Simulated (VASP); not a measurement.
Write the native input for VASP 6.6.1 that does the following.

```yaml
Task: density of states
Functional: PBE
Potentials_or_basis: VASP PAW PBE potentials, release 64 (Zn, S)
Cutoff: 520 eV
k_mesh: 8 × 8 × 8
Occupations: gaussian, width 0.02 eV
Spin: no spin polarisation
Dipole_correction: no
k_mesh_for_the_DOS: 12 × 12 × 12
Occupations_for_the_DOS: tetrahedron
Further_INCAR_settings: ALGO = Normal; EDIFF = 1e-06
```

The system is ZnS.

```
Zn S
1.0
     0.00000    2.72159    2.72159
     2.72159    0.00000    2.72159
     2.72159    2.72159    0.00000
Zn S
1 1
Direct
  0.25000 0.25000 0.25000
  0.00000 0.00000 0.00000
```

The input as run:

POSCAR

```
ZnS
1.0
    0.0000000000      2.7215935586      2.7215935586
    2.7215935586      0.0000000000      2.7215935586
    2.7215935586      2.7215935586      0.0000000000
Zn S
1 1
Direct
    0.2500000000      0.2500000000      0.2500000000
    0.0000000000      0.0000000000      0.0000000000
```

INCAR.step1

```
SYSTEM = ZnS
ALGO     = Normal         ! electronic algorithm
EDIFF    = 1E-6           ! SCF threshold, eV
ENCUT    = 520            ! plane-wave cutoff, eV
GGA      = PE             ! functional
ISIF     = 2              ! what is computed and relaxed
ISMEAR   = 0              ! smearing method
LASPH    = .True.         ! aspherical terms in the spheres
LCHARG   = .True.         ! write CHGCAR
LREAL    = .False.        ! projectors in reciprocal space
LWAVE    = .False.        ! write WAVECAR
NBANDS   = 16             ! bands
NELM     = 80             ! most SCF steps
PREC     = Accurate       ! precision mode
SIGMA    = 0.02           ! smearing width, eV
```

KPOINTS.step1

```
k-points
0
Gamma
  8 8 8
  0 0 0
```

INCAR.step2

```
SYSTEM = ZnS
ALGO     = Normal         ! electronic algorithm
EDIFF    = 1E-6           ! SCF threshold, eV
ENCUT    = 520            ! plane-wave cutoff, eV
GGA      = PE             ! functional
ICHARG   = 11             ! starting density
ISIF     = 2              ! what is computed and relaxed
ISMEAR   = -5             ! smearing method
LASPH    = .True.         ! aspherical terms in the spheres
LCHARG   = .False.        ! write CHGCAR
LORBIT   = 10             ! projections on sites
LREAL    = .False.        ! projectors in reciprocal space
LWAVE    = .False.        ! write WAVECAR
NEDOS    = 1001           ! points of the DOS
NELM     = 80             ! most SCF steps
PREC     = Accurate       ! precision mode
SIGMA    = 0.02           ! smearing width, eV
```

KPOINTS.step2

```
k-points
0
Gamma
  12 12 12
  0 0 0
```

Potentials or basis: VASP PAW PBE potentials, release 64 (Zn, S).

Command:

```console
$ cat potpaw_PBE.64/Zn/POTCAR potpaw_PBE.64/S/POTCAR > POTCAR
$ cp INCAR.step1 INCAR
$ cp KPOINTS.step1 KPOINTS
$ mpirun -np 1 vasp_std > vasp.out
$ cp INCAR.step2 INCAR
$ cp KPOINTS.step2 KPOINTS
$ mpirun -np 1 vasp_std > vasp.out
```

It gave:

```yaml
Valence_electrons_inside_the_program's_atomic_spheres: Zn 10.77; S 3.74
```

Run time: 22 s on 1 thread of Intel(R) Xeon(R) Platinum 8559C (Emerald Rapids), on a shared host, peak memory 0.18 GiB.
